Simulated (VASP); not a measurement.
# Pd (Fm-3m) in VASP: further runs

The runs below take Pd through single point, with LDA.

All numbers are computed with VASP 6.6.1; they aren't measurements. Logs are shortened: lines on timing, memory, paths and dates and some standing lists are left out, and cuts for length are marked.

## Step 1: The cell of the first run

It takes space group Fm-3m (No. 225, cubic). The conventional cell has a = 3.841 Å, b = 3.841 Å, c = 3.841 Å, α = 90.00°, β = 90.00°, γ = 90.00°. Within 3.6 Å of Pd (site symmetry m-3m) lie 12 Pd at 2.72 Å.

## Step 2: Single point, LDA, collinear spin, ferromagnetic start

INCAR reads:

```
SYSTEM = Pd
ALGO = Normal
EDIFF = 1E-7
ENCUT = 520
GGA = CA
ISIF = 2
ISMEAR = 1
ISPIN = 2
LASPH = .TRUE.
LCHARG = .FALSE.
LMAXMIX = 4
LORBIT = 11
LREAL = .FALSE.
LWAVE = .FALSE.
MAGMOM = 0.5
NBANDS = 15
NELM = 150
PREC = Accurate
SIGMA = 0.03
```

KPOINTS reads:

```
k-points
0
G
  14 14 14
  0 0 0
```

POSCAR reads:

```
Pd
1.0
    0.0000000000      1.9202771092      1.9202771092
    1.9202771092      0.0000000000      1.9202771092
    1.9202771092      1.9202771092      0.0000000000
Pd
1
Direct
    0.0000000000      0.0000000000      0.0000000000
```

Potentials or basis: VASP PAW LDA potentials, release 64 (Pd).

Launch:

```
$ cat potpaw_LDA.64/Pd/POTCAR > POTCAR
$ mpirun -np 1 vasp_std > vasp.out
```

OUTCAR:

```text
SYSTEM = Pd
   EDIFF = 1E-7
   ENCUT = 520
   GGA = CA
   ISIF = 2
   ISMEAR = 1
   ISPIN = 2
   LASPH = .TRUE.
   LORBIT = 11
   LREAL = .FALSE.
   NELM = 150
   PREC = Accurate

 ion  position               nearest neighbor table
   1  0.000  0.000  0.000-

  LATTYP: Found a face centered cubic cell.
 ALAT       =     3.8405542184

  Lattice vectors:

 A1 = (   0.0000000000,   1.9202771092,   1.9202771092)
 A2 = (   1.9202771092,   0.0000000000,   1.9202771092)
 A3 = (   1.9202771092,   1.9202771092,   0.0000000000)

Analysis of symmetry for initial positions (statically):
[... 25 lines left out ...]
The dynamic configuration has the point symmetry O_h .

Analysis of structural, dynamic, and magnetic symmetry:
=====================================================================
 Subroutine PRICEL returns:
[... 7 lines left out ...]
 out of a pool of 48 trial point group operations.

The overall configuration has the point symmetry O_h .

 Subroutine INISYM returns: Found 48 space group operations
[... 5 lines left out ...]
                                     Primitive cell

  volume of cell :      14.1619

  direct lattice vectors                    reciprocal lattice vectors
     0.000000000  1.920277109  1.920277109    -0.260379087  0.260379087  0.260379087
     1.920277109  0.000000000  1.920277109     0.260379087 -0.260379087  0.260379087
     1.920277109  1.920277109  0.000000000     0.260379087  0.260379087 -0.260379087

  length of vectors
     2.715681931  2.715681931  2.715681931     0.450989807  0.450989807  0.450989807

  position of ions in fractional coordinates (direct lattice)
     0.000000000  0.000000000  0.000000000

  ion indices of the primitive-cell ions
   primitive index   ion index
                 1           1

----------------------------------------------------------------------------------------

 KPOINTS: k-points

Automatic generation of k-mesh.
 Grid dimensions read from file:
 generate k-points for:   14   14   14

 Generating k-lattice:

  Cartesian coordinates                     Fractional coordinates (reciprocal lattice)
    -0.018598506  0.018598506  0.018598506     0.071428571  0.000000000  0.000000000
     0.018598506 -0.018598506  0.018598506     0.000000000  0.071428571  0.000000000
     0.018598506  0.018598506 -0.018598506     0.000000000  0.000000000  0.071428571

  Length of vectors
     0.032213558  0.032213558  0.032213558

  Shift w.r.t. Gamma in fractional coordinates (k-lattice)
     0.000000000  0.000000000  0.000000000

 Subroutine IBZKPT returns following result:
[... 76 lines left out ...]
   AEXX    =    0.0000 exact exchange contribution
   IVDW    =     0    specifies the selected vdW correction
   LEPSILON=     F    determine dielectric tensor
   LRPA    =     F    only Hartree local field effects (RPA)
 spin polarized calculation
 Methfessel and Paxton  Order N= 1 SIGMA  =   0.03
  energy-cutoff  :      520.00
  volume of cell :       14.16
 maximum number of plane-waves:       392
   NGX =  9   NGY =  9   NGZ =  9

 number of electron      10.0000005 magnetization       0.3207799

 Free energy of the ion-electron system (eV)
  ---------------------------------------------------
  ext. energy  EPLUGINS =         0.00000000
  ---------------------------------------------------
  free energy    TOTEN  =        -6.48373321 eV

  energy without entropy =       -6.48378645  energy(sigma->0) =       -6.48375095

 E-fermi :  10.3119     XC(G=0): -13.7675

 val. band max:       10.3048026521   @ k =   0.4286   0.4286   0.0000
 cond. band min:      10.3148291554   @ k =   0.4286   0.0714   0.0000
 fundamental gap:      0.0100265033
 Fermi energy:        10.3119450132

 spin component 1

 k-point     1 :       0.0000    0.0000    0.0000
  band No.  band energies     occupation
      1       2.7185      1.00000
      2       7.1396      1.00000
      3       7.1396      1.00000
      4       7.1396      1.00000
      5       8.8998      1.00000
      6       8.8998      1.00000
      7      27.4176      0.00000
      8      32.3715      0.00000
      9      32.3715      0.00000
     10      32.3715      0.00000
     11      35.7211      0.00000
     12      38.0234      0.00000
     13      41.6378      0.00000
     14      41.6378      0.00000
[... 403 lines left out ...]
      4       7.9199      1.00000
      5       9.0359      1.00000
      6       9.5058      1.00000
      7      25.9202      0.00000
      8      29.0783      0.00000
      9      30.4355      0.00000
     10      32.2597      0.00000
     11      35.6598      0.00000
     12      37.2722      0.00000
     13      38.6409      0.00000
     14      39.2980      0.00000
     15      42.6690      0.00000

 [... further k-points ...]

 spin component 2

 k-point     1 :       0.0000    0.0000    0.0000
  band No.  band energies     occupation
      1       2.7778      1.00000
      2       7.3440      1.00000
      3       7.3440      1.00000
      4       7.3440      1.00000
      5       9.0964      1.00000
      6       9.0964      1.00000
      7      27.4735      0.00000
      8      32.4253      0.00000
      9      32.4253      0.00000
     10      32.4253      0.00000
     11      36.1207      0.00000
     12      38.0537      0.00000
     13      41.7342      0.00000
     14      41.7342      0.00000
[... 403 lines left out ...]
      4       8.1230      1.00000
      5       9.2236      1.00000
      6       9.7117      1.00000
      7      26.0065      0.00000
      8      29.1472      0.00000
      9      30.5187      0.00000
     10      32.3363      0.00000
     11      36.0361      0.00000
     12      37.3918      0.00000
     13      38.7146      0.00000
     14      39.3832      0.00000
     15      42.7730      0.00000

 [... further k-points ...]
[... 5 lines left out ...]
  --------------------------------------------------------------------------------------
  -------------------------------------------------------------------------------------
  Total        0.0320595      0.0320595      0.0320595      0.0000000     -0.0000000      0.0000000
  in kB        3.6269802      3.6269802      3.6269802      0.0000000     -0.0000000      0.0000000
  external PRESSURE =       3.6269802 kB  Pullay stress =       0.0000000 kB

 VOLUME and BASIS-vectors are now :
 -----------------------------------------------------------------------------
  energy-cutoff  :      520.00
  volume of cell :       14.16
      direct lattice vectors                 reciprocal lattice vectors
     0.000000000  1.920277109  1.920277109    -0.260379087  0.260379087  0.260379087
     1.920277109  0.000000000  1.920277109     0.260379087 -0.260379087  0.260379087
     1.920277109  1.920277109  0.000000000     0.260379087  0.260379087 -0.260379087

 POSITION                                       TOTAL-FORCE (eV/Angst)
 -----------------------------------------------------------------------------------
      0.00000      0.00000      0.00000         0.000000      0.000000      0.000000
 -----------------------------------------------------------------------------------
    total drift:                                0.000000      0.000000      0.000000

  FREE ENERGIE OF THE ION-ELECTRON SYSTEM (eV)
  ---------------------------------------------------
  free  energy   TOTEN  =        -6.4837332082 eV

  energy  without entropy=       -6.4837864465  energy(sigma->0) =       -6.48375095

 total charge

# of ion       s       p       d       tot
------------------------------------------
    1        0.514   0.529   8.485   9.528

 magnetization (x)

# of ion       s       p       d       tot
------------------------------------------
    1        0.004   0.001   0.311   0.316
```

OSZICAR:

```text
N       E                     dE             d eps       ncg     rms          rms(c)
DAV:   1     0.459517215451E+02    0.45952E+02   -0.45115E+03  6272   0.594E+02
DAV:   2    -0.602900307568E+01   -0.51981E+02   -0.49656E+02  8053   0.163E+02
DAV:   3    -0.683400605595E+01   -0.80500E+00   -0.79958E+00  8200   0.199E+01
DAV:   4    -0.683619253882E+01   -0.21865E-02   -0.21863E-02  7480   0.110E+00
DAV:   5    -0.683620556535E+01   -0.13027E-04   -0.13025E-04  8238   0.744E-02    0.922E+00
DAV:   6    -0.650514928619E+01    0.33106E+00   -0.11785E+00  8921   0.692E+00    0.435E+00
DAV:   7    -0.648930937640E+01    0.15840E-01   -0.17531E-02  8328   0.779E-01    0.229E+00
DAV:   8    -0.648352058308E+01    0.57888E-02   -0.19230E-03  8739   0.338E-01    0.832E-01
DAV:   9    -0.648371161832E+01   -0.19104E-03   -0.20867E-04  8185   0.849E-02    0.596E-02
DAV:  10    -0.648372995317E+01   -0.18335E-04   -0.26617E-05  8277   0.295E-02    0.166E-02
DAV:  11    -0.648373304942E+01   -0.30963E-05   -0.28111E-06  8322   0.952E-03    0.101E-02
DAV:  12    -0.648373320196E+01   -0.15253E-06   -0.56905E-07  8314   0.576E-03    0.226E-03
DAV:  13    -0.648373320820E+01   -0.62456E-08   -0.89201E-08  5766   0.212E-03
   1 F= -.64837332E+01 E0= -.64837510E+01  d E =0.532383E-04  mag=     0.3208
```

It took 35 s on 1 thread of Intel Xeon Platinum 8488C (Sapphire Rapids), shared host; peak memory 0.15 GiB.

What came out:

```yaml
Free_energy: -6.4837 eV
Pressure: 0.4 GPa
Net_moment: 0.32 μB per cell
Site_moments: Pd +0.32 μB
Valence_electrons_inside_the_program's_atomic_spheres: Pd 9.53
```

Levels at points of the mesh, in eV from the Fermi level:
Spin up:
```csv
k point,band 2,band 3,band 4,band 5,band 6,band 7,band 8,band 9
"(0.00, 0.00, 0.00)",-3.17,-3.17,-3.17,-1.41,-1.41,17.11,22.06,22.06
"(0.50, 0.00, 0.00)",-3.21,-3.21,-0.13,-0.13,0.82,7.50,16.49,21.27
"(0.50, 0.50, 0.00)",-5.59,-0.14,0.20,0.20,3.21,11.08,13.25,13.25
```
Spin down:
| k point | band 3 | band 4 | band 5 | band 6 | band 7 | band 8 |
| --- | --- | --- | --- | --- | --- | --- |
| (0.00, 0.00, 0.00) | -2.97 | -2.97 | -1.22 | -1.22 | 17.16 | 22.11 |
| (0.50, 0.00, 0.00) | -3.02 | 0.09 | 0.09 | 0.87 | 7.65 | 16.54 |
| (0.50, 0.50, 0.00) | 0.06 | 0.43 | 0.43 | 3.27 | 11.21 | 13.31 |

[end of part 1 of 2]
